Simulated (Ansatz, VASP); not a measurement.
**Sb: VASP beside Ansatz**

Contents of INCAR:

```
ALGO = Normal ; EDIFF = 1E-6
ENCUT = 500 ; GGA = PS
GGA_COMPAT = F ; ISIF = 2
ISMEAR = 0 ; LASPH = T
LCHARG = F ; LREAL = F
LWAVE = F ; NBANDS = 22
NELM = 120 ; PREC = Accurate
SIGMA = 0.15
```

File KPOINTS:

```
k-points
0
Gamma
  12 12 12
```

File POSCAR:

```
Sb
1.0
    2.0430703154      1.1795671966      3.9312000000
   -2.0430703154      1.1795671966      3.9312000000
    0.0000000000     -2.3591343931      3.9312000000
Sb
2
Direct
    0.2336400000      0.2336400000      0.2336400000
    0.7663600000      0.7663600000      0.7663600000
```

Input for Ansatz:

```yaml
crystal:
  lattice:
    - [2.0430703154, 1.1795671966, 3.9312]
    - [-2.0430703154, 1.1795671966, 3.9312]
    - [0.0, -2.3591343931, 3.9312]
  atoms:
    - { symbol: Sb, position: [0.23364, 0.23364, 0.23364] }
    - { symbol: Sb, position: [0.76636, 0.76636, 0.76636] }
basis:
  ecutwfc: 420
kpoints:
  mp_grid: { grid: [12, 12, 12] }
hamiltonian:
  xc: pbesol
scf:
  occupations: { method: gaussian, width: 0.15 }
output:
  forces: true
  stress: true
  eigenvalues: true
```

Change from the starting cell: strain -0.050 along x and y, +0.050 along z, atoms carried along.

Alike in both runs: task single point; functional PBEsol; k mesh 12 × 12 × 12; occupations gaussian, width 0.15 eV; no spin polarisation.

|  | VASP | Ansatz |
| --- | --- | --- |
| version | VASP 6.6.1 | Ansatz 0.2.0 |
| potentials or method | VASP PAW PBE potentials, release 64 (Sb_d_GW), cutoff 500 eV | scalar-relativistic, plane waves, PAW |
| valence electrons in the cell | 30 | 30 |

```tsv
	VASP	Ansatz	Ansatz less VASP
gap on the k mesh at the Fermi level (eV)	none	none	-
pressure (GPa)	4.4	4.4	+0.03
traceless stress, the component that is largest in VASP (GPa)	-2.06	-2.06	+0.008
rms of the force components (eV/Å)	0.273	0.272	-0.0011
```

VASP's potentials were made for PBE, not for PBEsol. Atom by atom the forces differ by 0.001 eV/Å (rms over components). A gap of «none» marks a metal or a gap that the smearing closes.

Neither program's run includes spin-orbit coupling.
